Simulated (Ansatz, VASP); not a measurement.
## Two plane-wave programs on TiO2

Contents of INCAR:

```
SYSTEM = TiO2
  PREC = Accurate
  ENCUT = 520
  EDIFF = 1E-7
  ISMEAR = -1
  SIGMA = 0.02
  LREAL = .FALSE.
  LASPH = .TRUE.
  NELM = 60
  ALGO = Normal
  ISIF = 2
  LWAVE = .FALSE.
  LCHARG = .FALSE.
  GGA = PE
  NBANDS = 19
```

The input KPOINTS:

```
Automatic mesh
0
G
  10 10 10
  0 0 0
```

File POSCAR:

```
TiO2
1.0
    0.0000000000      2.3968272579      2.3968272579
    2.4052161533      0.0000000000      2.3968272579
    2.4052161533      2.3968272579      0.0000000000
Ti O
1 2
Direct
    0.0000000000      0.0000000000      0.0000000000
    0.2500000000      0.2500000000      0.2500000000
    0.7500000000      0.7500000000      0.7500000000
```

Input for Ansatz:

```yaml
crystal:
  lattice:
    - [0.0, 2.3968272579, 2.3968272579]
    - [2.4052161533, 0.0, 2.3968272579]
    - [2.4052161533, 2.3968272579, 0.0]
  atoms:
    - { symbol: Ti, position: [0.0, 0.0, 0.0] }
    - { symbol: O, position: [0.25, 0.25, 0.25] }
    - { symbol: O, position: [0.75, 0.75, 0.75] }
kpoints:
  mp_grid: { grid: [10, 10, 10] }
  band_path:
    path:
      - [0.0, 0.0, 0.0]
      - [0.5, 0.0, 0.5]
      - [0.625, 0.25, 0.625]
      - [0.375, 0.375, 0.75]
      - [0.5, 0.5, 0.5]
      - [0.5, 0.25, 0.75]
    npoints: 1
hamiltonian:
  xc: pbe
scf:
  occupations: { method: fermi_dirac, width: 0.02 }
  n_extra_bands: 4
output:
  forces: true
  stress: true
  eigenvalues: true
```

Change from the starting cell: uniaxial_x strain +0.3%.

Alike in both runs: task single point; functional PBE; k mesh 10 × 10 × 10; occupations fermi-dirac, width 0.02 eV; no spin polarisation.

```csv
,VASP,Ansatz
version,VASP 6.6.1,Ansatz 0.2.0
potentials or method,"VASP PAW PBE potentials, release 64 (Ti_sv, O)","plane waves, PAW"
plane-wave cutoff (eV),520,420
valence electrons in the cell,24,24
```

|  | VASP | Ansatz | Ansatz less VASP |
| --- | --- | --- | --- |
| gap on the k mesh at the Fermi level (eV) | 1.10 | 1.12 | +0.018 |
| pressure (GPa) | 5.8 | 5.0 | -0.85 |
| traceless stress, the component that is largest in VASP (GPa) | -1.24 | -1.25 | -0.006 |

The functional is the same, so the differences come from potentials, cutoffs and numerics.
